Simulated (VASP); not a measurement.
**WSe2: relaxation of cell and atoms with PBE+D3(BJ)**

WSe2:

```
CELL_PARAMETERS angstrom
3.29000 0.00000 0.00000
-1.64500 2.84922 0.00000
0.00000 0.00000 12.97000
ATOMIC_POSITIONS crystal
W 0.33333 0.66667 0.25000
W 0.66667 0.33333 0.75000
Se 0.33333 0.66667 0.62100
Se 0.66667 0.33333 0.12100
Se 0.33333 0.66667 0.87900
Se 0.66667 0.33333 0.37900
```

```
Program                : VASP 6.6.1
Task                   : relaxation of cell and atoms
Functional             : PBE
Dispersion             : D3(BJ)
Potentials or basis    : VASP PAW PBE potentials, release 64 (W_sv, Se)
Cutoff                 : 600 eV
k mesh                 : 12 × 12 × 2
Occupations            : gaussian, width 0.02 eV
Spin                   : no spin polarisation
Dipole correction      : no
Further INCAR settings : ALGO = Normal; EDIFF = 1e-06; IBRION = 2; EDIFFG = -0.005; NSW = 100; ISIF = 3
```

```
Relaxed volume                        : 19.88 Å³/atom
Relaxed cell                          : a = 3.281 Å, b = 3.281 Å, c = 12.798 Å, α = 90.00°, β = 90.00°, γ = 120.00°
Space group after relaxing (to 0.1 Å) : P6_3/mmc (No. 194)
Energy gained by relaxing             : 1.9 meV/atom
Ionic steps                           : 12
Pressure after relaxing               : 0.0 GPa
Band gap on the k mesh                : 0.89 eV (least direct gap 1.56 eV)
Dispersion energy per atom            : -0.475 eV
```

The path:
| step | energy change (eV) | largest force (eV/Å) | pressure (GPa) | volume (Å³) |
| --- | --- | --- | --- | --- |
| 1 | 0.0000 | 0.2216 | 0.25 | 121.58 |
| 2 | -0.0002 | 0.1159 | -1.39 | 122.13 |
| 3 | -0.0034 | 0.0489 | -0.59 | 121.86 |
| 4 | -0.0060 | 0.0529 | 0.01 | 120.87 |
| 5 | -0.0061 | 0.0534 | 0.06 | 120.77 |
| 6 | -0.0079 | 0.0421 | 0.04 | 120.49 |
| 7 | -0.0113 | 0.0081 | -0.02 | 119.65 |
| 8 | -0.0116 | 0.0087 | -0.05 | 119.26 |
| 9 | -0.0116 | 0.0065 | -0.04 | 119.30 |
| 10 | -0.0116 | 0.0053 | -0.04 | 119.33 |
| 11 | -0.0115 | 0.0255 | 0.15 | 119.20 |
| 12 | -0.0116 | 0.0011 | 0.00 | 119.30 |

Final structure:
```
W Se
1.0
     3.28089    0.00000    0.00000
    -1.64044    2.84133    0.00000
     0.00000    0.00000   12.79780
W Se
2 4
Direct
  0.33333 0.66667 0.25000
  0.66667 0.33333 0.75000
  0.33333 0.66667 0.61824
  0.66667 0.33333 0.11824
  0.33333 0.66667 0.88176
  0.66667 0.33333 0.38176
```

Levels at points of the mesh, in eV from the valence-band top:
```tsv
k point	band 23	band 24	band 25	band 26	band 27	band 28	band 29	band 30
(0.00, 0.00, 0.00)	-1.45	-1.19	-0.96	0.00	2.63	2.63	2.68	2.68
(0.50, 0.00, 0.00)	-1.48	-1.37	-1.30	-1.05	2.15	2.20	2.27	2.68
(0.00, 0.00, 0.50)	-1.49	-1.49	-0.20	-0.20	2.63	2.63	2.63	2.63
(0.50, 0.00, 0.50)	-1.37	-1.37	-1.21	-1.21	2.17	2.17	2.52	2.52
```

It took 13 min on 1 thread of AMD EPYC 9R45 96-Core Processor (Zen 5), with other jobs on the host, peak memory 0.37 GiB.

Caveat: spin-orbit coupling is left out, which moves the levels of the heavy elements. A k mesh can miss the band edges.
